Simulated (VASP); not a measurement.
# ZnS (P6_3mc) in VASP: a series of runs, part 2 of 2

VASP 6.6.1.

## (3) Single point, PBE

This run uses another cell than the first one: it holds 16 atoms, not 4.

The input, INCAR:

```
SYSTEM = ZnS
PREC = Accurate ; ENCUT = 520
EDIFF = 1E-6 ; ISMEAR = 0
SIGMA = 0.01 ; LREAL = Auto
LASPH = .TRUE. ; NELM = 100
ALGO = Normal ; ISIF = 2
LWAVE = .FALSE. ; LCHARG = .FALSE.
GGA = PE ; NBANDS = 86
```

The input, KPOINTS:

```
regular mesh
0
G
  2 2 2
  0 0 0
```

The input, POSCAR:

```
ZnS
1.0
    0.0000000000      0.0000000000      6.3046430491
   -3.8440669358     -6.6581192403      0.0000000000
    7.6881338714     -0.0000000001      0.0000000000
Zn S
8 8
Direct
    0.0002666737      0.1666666667      0.8333333333
    0.0002666737      0.1666666667      0.3333333333
    0.0002666737      0.6666666667      0.8333333333
    0.0002666737      0.6666666667      0.3333333333
    0.5002666737      0.3333333333      0.1666666667
    0.5002666737      0.3333333333      0.6666666667
    0.5002666737      0.8333333333      0.1666666667
    0.5002666737      0.8333333333      0.6666666667
    0.3747333263      0.1666666667      0.8333333333
    0.3747333263      0.1666666667      0.3333333333
    0.3747333263      0.6666666667      0.8333333333
    0.3747333263      0.6666666667      0.3333333333
    0.8747333263      0.3333333333      0.1666666667
    0.8747333263      0.3333333333      0.6666666667
    0.8747333263      0.8333333333      0.1666666667
    0.8747333263      0.8333333333      0.6666666667
```

Potentials or basis: VASP PAW PBE potentials, release 64 (Zn, S).

Launch:

```bash
$ cat potpaw_PBE.64/Zn/POTCAR potpaw_PBE.64/S/POTCAR > POTCAR
$ mpirun -np 1 vasp_std > vasp.out
```

Wall time 1.8 min (1 thread of Intel Xeon 6975P-C (Granite Rapids), shared host); peak memory 0.42 GiB.

It converged, with:

```
Free energy            : -54.5960 eV
Pressure               : 0.3 GPa
Largest force          : 0.014 eV/Å
Band gap on the k mesh : 2.08 eV
```

Forces on the atoms (eV/Å):
```
Zn   0.000  0.000  0.014
Zn   0.000  0.000  0.014
Zn   0.000  0.000  0.014
Zn   0.000  0.000  0.014
Zn   0.000  0.000  0.014
Zn   0.000  0.000  0.014
Zn   0.000  0.000  0.014
Zn   0.000  0.000  0.014
S    0.000  0.000 -0.014
S    0.000  0.000 -0.014
S    0.000  0.000 -0.014
S    0.000  0.000 -0.014
S    0.000  0.000 -0.014
S    0.000  0.000 -0.014
S    0.000  0.000 -0.014
S    0.000  0.000 -0.014
```

Stress tensor (GPa, compression positive):
```
0.46 0.00 0.00
0.00 0.46 0.00
0.00 0.00 0.07
```

Levels at points of the mesh, in eV from the valence-band top:
```csv
k point,band 70,band 71,band 72,band 73,band 74,band 75
"(0.00, 0.00, 0.00)",-0.08,0.00,0.00,2.08,3.05,3.68
"(0.50, 0.00, 0.00)",-0.45,-0.45,-0.45,3.47,3.47,3.53
"(0.00, 0.50, 0.00)",-0.61,-0.43,-0.43,3.79,3.79,4.09
"(0.50, 0.50, 0.00)",-1.04,-1.04,-1.04,4.24,4.24,4.24
```

Caveat: the k points lie up to 0.50 Å⁻¹ apart.

## (4) Single point, PBE

This run uses another cell than the first one, of 20.17 Å³/atom.

The input, INCAR:

```
SYSTEM = ZnS
  PREC = Accurate
  ENCUT = 520
  EDIFF = 1E-6
  ISMEAR = 0
  SIGMA = 0.01
  LREAL = .FALSE.
  LASPH = .TRUE.
  NELM = 60
  ALGO = Normal
  ISIF = 2
  LWAVE = .FALSE.
  LCHARG = .FALSE.
  GGA = PE
  NBANDS = 26
```

The input, KPOINTS:

```
regular mesh
0
G
  12 12 6
  0 0 0
```

The input, POSCAR:

```
ZnS
1.0
    3.8440669357      0.0000000000      0.0000000000
   -1.9220334678      3.3290596202      0.0000000000
    0.0000000000      0.0000000000      6.3046430491
Zn S
2 2
Direct
    0.3333333333      0.6666666667      0.0002666737
    0.6666666667      0.3333333333      0.5002666737
    0.3333333333      0.6666666667      0.3747333263
    0.6666666667      0.3333333333      0.8747333263
```

Potentials or basis: VASP PAW PBE potentials, release 64 (Zn, S).

Launch:

```bash
$ cat potpaw_PBE.64/Zn/POTCAR potpaw_PBE.64/S/POTCAR > POTCAR
$ mpirun -np 1 vasp_std > vasp.out
```

OUTCAR:

```text
SYSTEM = ZnS
   PREC = Accurate
   ENCUT = 520
   EDIFF = 1E-6
   ISMEAR = 0
   LREAL = .FALSE.
   LASPH = .TRUE.
   NELM = 60
   ISIF = 2
   GGA = PE

 ion  position               nearest neighbor table
   1  0.333  0.667  0.000-   4 2.36   4 2.36   4 2.36   3 2.36
   2  0.667  0.333  0.500-   3 2.36   3 2.36   3 2.36   4 2.36
   3  0.333  0.667  0.375-   2 2.36   2 2.36   2 2.36   1 2.36
   4  0.667  0.333  0.875-   1 2.36   1 2.36   1 2.36   2 2.36

  LATTYP: Found a hexagonal cell.
 ALAT       =     3.8440669357
 C/A-ratio  =     1.6400971041
[... 896 lines left out ...]
  Direction    XX          YY          ZZ          XY          YZ          ZX
  --------------------------------------------------------------------------------------
  -------------------------------------------------------------------------------------
  Total        0.0966067      0.0966067      0.1002951      0.0000000      0.0000000      0.0000000
  in kB        1.9184258      1.9184258      1.9916692      0.0000000      0.0000000      0.0000000
  external PRESSURE =       1.9428403 kB  Pullay stress =       0.0000000 kB

 VOLUME and BASIS-vectors are now :
 -----------------------------------------------------------------------------
  energy-cutoff  :      520.00
  volume of cell :       80.68
      direct lattice vectors                 reciprocal lattice vectors
     3.844066936  0.000000000  0.000000000     0.260141152  0.150192564  0.000000000
    -1.922033468  3.329059620  0.000000000     0.000000000  0.300385128  0.000000000
     0.000000000  0.000000000  6.304643049     0.000000000  0.000000000  0.158613262

 POSITION                                       TOTAL-FORCE (eV/Angst)
 -----------------------------------------------------------------------------------
     -0.00000      2.21937      0.00168         0.000000      0.000000     -0.000470
      1.92203      1.10969      3.15400        -0.000000     -0.000000     -0.000470
     -0.00000      2.21937      2.36256         0.000000     -0.000000      0.000470
      1.92203      1.10969      5.51488        -0.000000      0.000000      0.000470
 -----------------------------------------------------------------------------------
    total drift:                               -0.000000      0.000000      0.000013

  FREE ENERGIE OF THE ION-ELECTRON SYSTEM (eV)
  ---------------------------------------------------
  free  energy   TOTEN  =       -13.6937903886 eV

  energy  without entropy=      -13.6937903886  energy(sigma->0) =      -13.69379039
```

OSZICAR:

```text
N       E                     dE             d eps       ncg     rms          rms(c)
DAV:   1     0.244986369972E+03    0.24499E+03   -0.17051E+04  3952   0.166E+03
DAV:   2     0.101667095977E+02   -0.23482E+03   -0.22465E+03  4056   0.350E+02
DAV:   3    -0.139452059752E+02   -0.24112E+02   -0.23873E+02  4682   0.111E+02
DAV:   4    -0.145393590565E+02   -0.59415E+00   -0.59285E+00  4656   0.176E+01
DAV:   5    -0.145483789946E+02   -0.90199E-02   -0.90170E-02  4846   0.213E+00    0.937E+00
DAV:   6    -0.137029182366E+02    0.84546E+00   -0.16351E+00  5970   0.365E+01    0.724E+00
DAV:   7    -0.136983895145E+02    0.45287E-02   -0.11671E+00  4204   0.632E+00    0.337E+00
DAV:   8    -0.136927930373E+02    0.55965E-02   -0.34649E-02  4882   0.186E+00    0.916E-01
DAV:   9    -0.136934034883E+02   -0.61045E-03   -0.80966E-03  5316   0.134E+00    0.220E-01
DAV:  10    -0.136935666527E+02   -0.16316E-03   -0.63336E-04  4538   0.320E-01    0.906E-02
DAV:  11    -0.136937881348E+02   -0.22148E-03   -0.35847E-04  4084   0.120E-01    0.551E-02
DAV:  12    -0.136937871455E+02    0.98926E-06   -0.11403E-05  4766   0.278E-02    0.113E-02
DAV:  13    -0.136937903446E+02   -0.31991E-05   -0.47841E-06  3948   0.143E-02    0.249E-03
DAV:  14    -0.136937903886E+02   -0.44032E-07   -0.40200E-07  3244   0.132E-02
   1 F= -.13693790E+02 E0= -.13693790E+02  d E =-.213581E-46
```

Wall time 70 s (1 thread of Intel Xeon 6975P-C (Granite Rapids), shared host); peak memory 0.27 GiB.

What came out:

```yaml
Free_energy: -13.6938 eV
Pressure: 0.2 GPa
Band_gap_on_the_k_mesh: 2.08 eV
```

Levels at points of the mesh, in eV from the valence-band top:
```csv
k point,band 14,band 15,band 16,band 17,band 18,band 19,band 20,band 21,band 22,band 23
"(0.00, 0.00, 0.00)",-0.86,-0.86,-0.08,0.00,0.00,2.08,3.06,6.33,6.33,6.59
"(0.50, 0.00, 0.00)",-4.02,-3.15,-2.14,-1.61,-0.85,3.69,4.18,5.14,6.93,7.29
"(0.00, 0.00, 0.50)",-2.81,-0.45,-0.45,-0.45,-0.45,3.48,3.48,6.76,6.76,6.78
"(0.50, 0.00, 0.50)",-4.74,-1.57,-1.57,-1.54,-1.54,3.54,3.54,5.24,5.24,8.78
```

A k mesh can miss the band edges.

## (5) Relaxation of the atoms, PBE (strain along c alone, the other axes held: -1.0 %)

Edit INCAR of step 4 so:

```diff
@@ -5,3 +5,3 @@
   ISMEAR = 0
-  SIGMA = 0.01
+  SIGMA = 0.02
   LREAL = .FALSE.
@@ -14,2 +14,4 @@
   GGA = PE
-  NBANDS = 26
+  IBRION = 2
+  NSW = 60
+  EDIFFG = -0.008
```

The input, KPOINTS:

```
Automatic mesh
0
G
  12 12 4
  0 0 0
```

The input, POSCAR:

```
ZnS
1.0
    3.8440669355      0.0000000000      0.0000000000
   -1.9220334677      3.3290596200      0.0000000000
    0.0000000000      0.0000000000      6.2415966307
Zn S
2 2
Direct
    0.3333333333      0.6666666667      0.0002666736
    0.6666666667      0.3333333333      0.5002666736
    0.3333333333      0.6666666667      0.3747333264
    0.6666666667      0.3333333333      0.8747333264
```

Launch:

```bash
$ cat potpaw_PBE.64/Zn/POTCAR potpaw_PBE.64/S/POTCAR > POTCAR
$ mpirun -np 1 vasp_std > vasp.out
```

Run time: 4.2 min. Hardware: 1 thread of Oxide Virtual Turin-like, shared host; peak memory 0.22 GiB.

The run converged. Its results:

```
Free energy               : -13.6891 eV
Energy gained by relaxing : 0.2 meV/atom
Ionic steps               : 3
Pressure after relaxing   : 0.9 GPa
Band gap on the k mesh    : 2.16 eV
```

Stress tensor (GPa, compression positive):
```
0.61 0.00 0.00
0.00 0.61 0.00
0.00 0.00 1.59
```

The path:
| step | energy change (eV) | largest force (eV/Å) | pressure (GPa) |
| --- | --- | --- | --- |
| 1 | 0.0000 | 0.0625 | 0.92 |
| 2 | -0.0005 | 0.0277 | 0.94 |
| 3 | -0.0007 | 0.0008 | 0.94 |

Final structure:
```
CELL_PARAMETERS angstrom
3.84407 0.00000 0.00000
-1.92203 3.32906 0.00000
0.00000 0.00000 6.24160
ATOMIC_POSITIONS crystal
Zn 0.33333 0.66667 0.99940
Zn 0.66667 0.33333 0.49940
S 0.33333 0.66667 0.37560
S 0.66667 0.33333 0.87560
```

Levels at points of the mesh, in eV from the valence-band top:
| k point | band 14 | band 15 | band 16 | band 17 | band 18 | band 19 | band 20 | band 21 | band 22 |
| --- | --- | --- | --- | --- | --- | --- | --- | --- | --- |
| (0.00, 0.00, 0.00) | -0.89 | -0.89 | -0.03 | 0.00 | 0.00 | 2.16 | 3.00 | 6.29 | 6.29 |
| (0.50, 0.00, 0.00) | -4.03 | -3.17 | -2.20 | -1.61 | -0.86 | 3.64 | 4.24 | 5.20 | 6.94 |
| (0.00, 0.00, 0.50) | -2.78 | -0.46 | -0.46 | -0.46 | -0.46 | 3.48 | 3.48 | 6.74 | 6.74 |
| (0.50, 0.00, 0.50) | -4.78 | -1.58 | -1.58 | -1.54 | -1.54 | 3.58 | 3.58 | 5.26 | 5.26 |

Caveat: the cell differs from its parent crystal (strain along c alone, the other axes held: -1.0 %). A k mesh can miss the band edges.

## (6) Overview

```csv
task,cell,k mesh,smearing,gap on the mesh (eV),pressure (GPa)
single point,"a = 3.959, b = 3.959, c = 6.203 Å, angles 90.0, 90.0, 120.0°, 4 atoms, atomic positions A",12 × 12 × 4,gaussian 0.02 eV,1.87,-2.5
single point,"a = 6.305, b = 7.688, c = 7.688 Å, angles 120.0, 90.0, 90.0°, 16 atoms, atomic positions B",2 × 2 × 2,gaussian 0.01 eV,2.08,0.3
single point,"a = 3.844, b = 3.844, c = 6.305 Å, angles 90.0, 90.0, 120.0°, 4 atoms, atomic positions C",12 × 12 × 6,gaussian 0.01 eV,2.08,0.2
relaxation of the atoms,"atoms relaxed from a = 3.844, b = 3.844, c = 6.242 Å, angles 90.0, 90.0, 120.0°, 4 atoms, atomic positions C",12 × 12 × 4,gaussian 0.02 eV,2.16,0.9
```

Alike in all rows: level PBE; potentials or basis VASP PAW PBE potentials, release 64 (Zn, S); no spin polarisation; cutoff (eV) 520.

Caveats: some runs use coarse meshes.

Total energies depend on the potentials used, so only differences within one code and one set of settings carry meaning.
